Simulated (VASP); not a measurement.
# ZnO (zincite) (P6_3mc) in VASP: settings compared

The runs below take ZnO (zincite) through single point, with PBE+D3(BJ), PBE, BLYP, BLYP+D3(BJ), BLYP+D4.

Program: VASP 6.6.1. These are calculated values, not measurements. Logs are shortened: lines on timing, memory, paths and dates and some standing lists are left out, and cuts for length are marked.

**The experiment to reproduce.**

“Electronic structure of alkaline earth and post-transition metal oxides”, 2009, arxiv:0908.1581 quotes, for a bulk crystal of ZnO: band gap 3.37 eV.

The results are compared with them further down.

**1. The cell of the first run**

The structure is hexagonal, space group P6_3mc (No. 186). The conventional cell has a = 3.255 Å, b = 3.255 Å, c = 5.256 Å, α = 90.00°, β = 90.00°, γ = 120.00°. Zn (site symmetry 3m) has 4 O at 1.98 to 1.99 Å within 2.6 Å. Within 2.6 Å of O (site symmetry 3m) lie 4 Zn at 1.98 to 1.99 Å.

**2. Single point, PBE+D3(BJ)**

INCAR

```
SYSTEM = ZnO
PREC = Accurate ; ENCUT = 910
EDIFF = 1E-6 ; ISMEAR = -1
SIGMA = 0.05 ; LREAL = .False.
LASPH = .True. ; NELM = 120
ALGO = Normal ; ISIF = 2
LWAVE = .False. ; LCHARG = .True.
GGA = PE ; IVDW = 12
LELF = .True. ; LVHAR = .True.
NBANDS = 26 ; GGA_COMPAT = .False.
```

KPOINTS

```
regular mesh
0
Gamma
  9 9 5
  0 0 0
```

POSCAR

```
ZnO
1.0
    3.2548723064      0.0000000000      0.0000000000
   -1.6274361532      2.8188021035      0.0000000000
    0.0000000000      0.0000000000      5.2558922582
Zn O
2 2
Direct
    0.6666666667      0.3333333333      0.0000566438
    0.3333333333      0.6666666667      0.5000566438
    0.3333333333      0.6666666667      0.8789533562
    0.6666666667      0.3333333333      0.3789533562
```

Potentials or basis: VASP PAW PBE potentials, release 64 (Zn, O_h).

Run with:

```sh
$ cat potpaw_PBE.64/Zn/POTCAR potpaw_PBE.64/O_h/POTCAR > POTCAR
$ mpirun -np 1 vasp_std > vasp.out
```

OUTCAR:

```text
SYSTEM = ZnO
   PREC = Accurate
   ENCUT = 910
   EDIFF = 1E-6
   ISMEAR = -1
   LREAL = .False.
   LASPH = .True.
   NELM = 120
   ISIF = 2
   GGA = PE
   IVDW = 12
 IVDW          = 12

 ion  position               nearest neighbor table
   1  0.667  0.333  0.000-   3 1.98   3 1.98   3 1.98   4 1.99
   2  0.333  0.667  0.500-   4 1.98   4 1.98   4 1.98   3 1.99
   3  0.333  0.667  0.879-   1 1.98   1 1.98   1 1.98   2 1.99
   4  0.667  0.333  0.379-   2 1.98   2 1.98   2 1.98   1 1.99

  LATTYP: Found a hexagonal cell.
 ALAT       =     3.2548723064
 C/A-ratio  =     1.6147767910

  Lattice vectors:

 A1 = (   3.2548723064,   0.0000000000,   0.0000000000)
 A2 = (  -1.6274361532,   2.8188021035,   0.0000000000)
 A3 = (   0.0000000000,   0.0000000000,   5.2558922582)

Analysis of symmetry for initial positions (statically):
=====================================================================
 Subroutine PRICEL returns:
 Original cell was already a primitive cell.

 Routine SETGRP: Setting up the symmetry group for a
 hexagonal supercell.

 Subroutine GETGRP returns: Found 12 space group operations
 (whereof  6 operations were pure point group operations)
 out of a pool of 24 trial point group operations.

The static configuration has the point symmetry C_3v.
 The point group associated with its full space group is C_6v.

Analysis of symmetry for dynamics (positions and initial velocities):
=====================================================================
 Subroutine PRICEL returns:
 Original cell was already a primitive cell.

 Routine SETGRP: Setting up the symmetry group for a
 hexagonal supercell.

 Subroutine GETGRP returns: Found 12 space group operations
 (whereof  6 operations were pure point group operations)
 out of a pool of 24 trial point group operations.

The dynamic configuration has the point symmetry C_3v.
 The point group associated with its full space group is C_6v.

 Subroutine INISYM returns: Found 12 space group operations
 (whereof  6 operations are pure point group operations),
 and found     1 'primitive' translations

----------------------------------------------------------------------------------------

                                     Primitive cell

  volume of cell :      48.2220

[... 88 lines left out ...]
   LSORBIT =      F    spin-orbit coupling
   LASPH  =      T    aspherical Exc in radial PAW
   ENCUT  =  910.0 eV  66.88 Ry    8.18 a.u.   8.01  8.01 12.93*2*pi/ulx,y,z
   NELM   =    120;   NELMIN=  2; NELMDL= -5     # of ELM steps
   EDIFF  = 0.1E-05   stopping-criterion for ELM
   LREAL  =      F    real-space projection
   EDIFFG = 0.1E-04   stopping-criterion for IOM
   NSW    =      0    number of steps for IOM
   IBRION =     -1    ionic relax: 0-MD 1-quasi-New 2-CG
   NFREE  =      0    steps in history (QN), initial steepest desc. (CG)
   ISIF   =      2    stress and relaxation
   ISYM   =      2    0-nonsym 1-usesym 2-fastsym
   POTIM  = 0.5000    time-step for ionic-motion
   TEBEG  =    0.0;   TEEND  =   0.0 temperature during run
   PSTRESS=    0.0 pullay stress
   NELECT =      36.0000    total number of electrons
   NUPDOWN=      -1.0000    fix difference up-down
   EMIN   =  10.00;   EMAX   =-10.00  energy-range for DOS
   EFERMI =   0.00;   METHOD = LEGACY
   ISMEAR =    -1;   SIGMA  =   0.05  broadening in eV -4-tet -1-fermi 0-gaus
   EFERMI_NEDOS =   21; number of points for ismear=-14 and -15
   IALGO  =     38    algorithm
   IMIX   =      4    mixing-type and parameters
     AMIX     =   0.40;   BMIX     =  1.00
     AMIX_MAG =   1.60;   BMIX_MAG =  1.00
  volume/ion in A,a.u.               =      12.06        81.35
  Fermi-wavevector in a.u.,A,eV,Ry     =   1.485117  2.806464 30.008635  2.205572
  Thomas-Fermi vector in A             =   2.598569
   LORBIT       =      0    0 simple, 1 ext, 2 COOP (PROOUT), +10 PAW based schemes
   GGA     = PE    functional components
   LHFCALC =     F    Hartree Fock is set to
   AEXX    =    0.0000 exact exchange contribution
   IVDW    =    12    specifies the selected vdW correction
   LEPSILON=     F    determine dielectric tensor
   LRPA    =     F    only Hartree local field effects (RPA)
 non-spin polarized calculation
  energy-cutoff  :      910.00
  volume of cell :       48.22
 maximum number of plane-waves:      3033
   NGX = 17   NGY = 17   NGZ = 25

 number of electron      36.0000001 magnetization

 Free energy of the ion-electron system (eV)
  ---------------------------------------------------
  ext. energy  EPLUGINS =         0.00000000
  ---------------------------------------------------
  free energy    TOTEN  =       -17.85640794 eV

  energy without entropy =      -17.85640291  energy(sigma->0) =      -17.85640542

 E-fermi :   1.8292     XC(G=0): -10.8456

 val. band max:        1.4083192764   @ k =   0.0000   0.0000   0.0000
 cond. band min:       2.1698302835   @ k =   0.0000   0.0000   0.0000
 fundamental gap:      0.7615110071
 Fermi energy:         1.8292267979

 k-point     1 :       0.0000    0.0000    0.0000
  band No.  band energies     occupation
      1     -16.5825      2.00000
      2     -15.8836      2.00000
      3      -4.2284      2.00000
      4      -4.2284      2.00000
      5      -4.1887      2.00000
      6      -4.1427      2.00000
[... 685 lines left out ...]
     25      14.9022      0.00000
     26      15.8750      0.00000

 [... further k-points ...]

------------------------ aborting loop because EDIFF is reached ----------------------------------------

 Edisp (eV)   -0.88509

 E8    (eV) :    -0.3340

  FORCE on cell =-STRESS in cart. coord.  units (eV):
  Direction    XX          YY          ZZ          XY          YZ          ZX
  --------------------------------------------------------------------------------------
  -------------------------------------------------------------------------------------
  Total       0.20628     0.20628     0.20705     0.00000    -0.00000     0.00000
  in kB       6.85363     6.85363     6.87932     0.00000    -0.00000     0.00000
  external pressure =        6.86 kB  Pullay stress =        0.00 kB

 VOLUME and BASIS-vectors are now :
 -----------------------------------------------------------------------------
  energy-cutoff  :      910.00
  volume of cell :       48.22
      direct lattice vectors                 reciprocal lattice vectors
     3.254872306  0.000000000  0.000000000     0.307231715  0.177380313  0.000000000
    -1.627436153  2.818802103  0.000000000     0.000000000  0.354760626  0.000000000
     0.000000000  0.000000000  5.255892258     0.000000000  0.000000000  0.190262652

 POSITION                                       TOTAL-FORCE (eV/Angst)
 -----------------------------------------------------------------------------------
      1.62744      0.93960      0.00030         0.000000     -0.000000      0.000997
     -0.00000      1.87920      2.62824        -0.000000      0.000000      0.000997
     -0.00000      1.87920      4.61968        -0.000000     -0.000000     -0.000997
      1.62744      0.93960      1.99174         0.000000      0.000000     -0.000997
 -----------------------------------------------------------------------------------
    total drift:                                0.000000     -0.000000      0.000027

  FREE ENERGIE OF THE ION-ELECTRON SYSTEM (eV)
  ---------------------------------------------------
  free  energy   TOTEN  =       -18.7415008141 eV

  energy  without entropy=      -18.7414957834  energy(sigma->0) =      -18.74149830
```

Run time: 64 s. Hardware: 1 thread of AMD EPYC 9R45 (Zen 5), shared host; peak memory 0.25 GiB.

Results:

```yaml
Free_energy: -18.7415 eV
Pressure: 0.7 GPa
Band_gap_on_the_k_mesh: 0.76 eV, direct
Dispersion_energy_per_atom: -0.221 eV
```

Levels at points of the mesh, in eV from the valence-band top:
```
           k point  band 16  band 17  band 18  band 19  band 20  band 21
(0.00, 0.00, 0.00)    -0.09     0.00     0.00     0.76     5.18     8.14
```

Caveat: the cutoff is under 1.25 times the usual one of these potentials, so pressure, stress and relaxed cells hold a basis-set (Pulay) error.

**3. Single point, PBE**

This run uses another cell than the first one, of 11.90 Å³/atom, 0.987 times its volume.

INCAR

```
PREC = Accurate
ENCUT = 520
EDIFF = 1E-6
ISMEAR = 0
SIGMA = 0.028999999999999998
LREAL = False
LASPH = True
NELM = 60
ALGO = Normal
ISIF = 2
LWAVE = False
LCHARG = False
GGA = PE
NBANDS = 26
```

KPOINTS

```
Automatic mesh
0
Gamma
  9 9 5
```

POSCAR

```
ZnO
1.0
    3.2493080000      0.0000000000      0.0000000000
   -1.6246540000      2.8139832727      0.0000000000
    0.0000000000      0.0000000000      5.2057090000
Zn O
2 2
Direct
    0.6666666667      0.3333333333      0.0000000000
    0.3333333333      0.6666666667      0.5000000000
    0.3333333333      0.6666666667      0.8790100000
    0.6666666667      0.3333333333      0.3790100000
```

Potentials or basis: VASP PAW PBE potentials, release 64 (Zn, O).

Run with:

```sh
$ cat potpaw_PBE.64/Zn/POTCAR potpaw_PBE.64/O/POTCAR > POTCAR
$ mpirun -np 1 vasp_std > vasp.out
```

It took 64 s on 1 thread of Intel Xeon Platinum 8488C (Sapphire Rapids), shared host; peak memory 0.18 GiB.

The run converged. Its results:

| Quantity | Value |
| --- | --- |
| Free energy | -17.8222 eV |
| Pressure | 6.0 GPa |
| Largest force | 0.074 eV/Å |
| Band gap on the k mesh | 0.79 eV, direct |

Forces on the atoms (eV/Å):
```
Zn   0.000  0.000 -0.074
Zn   0.000  0.000 -0.074
O    0.000  0.000  0.074
O    0.000  0.000  0.074
```

Stress tensor (GPa, compression positive):
```
5.43 0.00 0.00
0.00 5.43 0.00
0.00 0.00 7.19
```

Levels at points of the mesh, in eV from the valence-band top:
```
           k point  band 14  band 15  band 16  band 17  band 18  band 19  band 20  band 21  band 22  band 23
(0.00, 0.00, 0.00)    -0.81    -0.81    -0.07     0.00     0.00     0.79     5.21     8.26    12.85    12.85
```

**4. Single point, BLYP**

This run uses another cell than the first one, of 11.90 Å³/atom, 0.987 times its volume.

INCAR

```
  AGGAC = 1.0
  AGGAX = 1.0
  ALDAC = 0.0
  ALDAX = 1.0
  ALGO = Normal
  EDIFF = 1E-6
  ENCUT = 520
  GGA = B5
  ISIF = 2
  ISMEAR = -1
  LASPH = True
  LCHARG = False
  LREAL = False
  LWAVE = False
  NBANDS = 26
  NELM = 60
  PREC = Accurate
  SIGMA = 0.05
```

KPOINTS

```
k-points
0
Gamma
  9 9 5
```

POSCAR is that of step 3.

Run with:

```sh
$ cat potpaw_PBE.64/Zn/POTCAR potpaw_PBE.64/O/POTCAR > POTCAR
$ mpirun -np 1 vasp_std > vasp.out
```

It took 82 s on 1 thread of Intel Xeon Platinum 8488C (Sapphire Rapids), shared host; peak memory 0.17 GiB.

Results (log left out):

```
Free energy            : -16.3730 eV
Pressure               : 10.4 GPa
Largest force          : 0.074 eV/Å
Band gap on the k mesh : 0.96 eV, direct
```

Forces in eV/Å, atoms in the order of the input:
```
Zn   0.000  0.000 -0.074
Zn   0.000  0.000 -0.074
O    0.000  0.000  0.074
O    0.000  0.000  0.074
```

Stress tensor (GPa, compression positive):
```
 9.72  0.00  0.00
 0.00  9.72  0.00
 0.00  0.00 11.78
```

Levels at points of the mesh, in eV from the valence-band top:
| k point | band 14 | band 15 | band 16 | band 17 | band 18 | band 19 | band 20 | band 21 | band 22 | band 23 |
| --- | --- | --- | --- | --- | --- | --- | --- | --- | --- | --- |
| (0.00, 0.00, 0.00) | -0.81 | -0.81 | -0.07 | 0.00 | 0.00 | 0.96 | 5.29 | 8.43 | 12.88 | 12.88 |

Caveat: the PAW data sets were made with another functional, which shifts forces and pressure a little.

**5. Single point, BLYP+D3(BJ)**

This run uses another cell than the first one, of 12.15 Å³/atom, 1.008 times its volume.

INCAR

```
SYSTEM = ZnO
AGGAC = 1.0
AGGAX = 1.0
ALDAC = 0.0
ALDAX = 1.0
ALGO = Normal
EDIFF = 1E-6
ENCUT = 520
GGA = B5
ISIF = 2
ISMEAR = -1
IVDW = 12
LASPH = .True.
LCHARG = .False.
LREAL = .False.
LWAVE = .False.
NBANDS = 26
NELM = 80
PREC = Accurate
SIGMA = 0.05
VDW_A1 = 0.4298
VDW_A2 = 4.2359
VDW_S6 = 1.0
VDW_S8 = 2.6996
```

KPOINTS

```
k-points
0
Gamma
  9 9 5
  0 0 0
```

POSCAR

```
ZnO
1.0
    3.2593481227      0.0000000000      0.0000000000
   -1.6296740613      2.8226782740      0.0000000000
    0.0000000000      0.0000000000      5.2809111415
Zn O
2 2
Direct
    0.6666666667      0.3333333333      0.0005862749
    0.3333333333      0.6666666667      0.5005862749
    0.3333333333      0.6666666667      0.8784237251
    0.6666666667      0.3333333333      0.3784237251
```

Run with:

```sh
$ cat potpaw_PBE.64/Zn/POTCAR potpaw_PBE.64/O/POTCAR > POTCAR
$ mpirun -np 1 vasp_std > vasp.out
```

Wall time 81 s (1 thread of Intel Xeon Platinum 8488C (Sapphire Rapids), shared host); peak memory 0.19 GiB.

It converged, with:

- Free energy: -18.3121 eV
- Pressure: 0.9 GPa
- Band gap on the k mesh: 0.91 eV, direct
- Dispersion energy per atom: -0.471 eV

Levels at points of the mesh, in eV from the valence-band top:
```csv
k point,band 14,band 15,band 16,band 17,band 18,band 19,band 20,band 21,band 22,band 23
"(0.00, 0.00, 0.00)",-0.77,-0.77,-0.08,0.00,0.00,0.91,5.24,8.26,12.86,12.86
```

Caveat: the PAW data sets were made with another functional, which shifts forces and pressure a little.

[end of part 1 of 2]
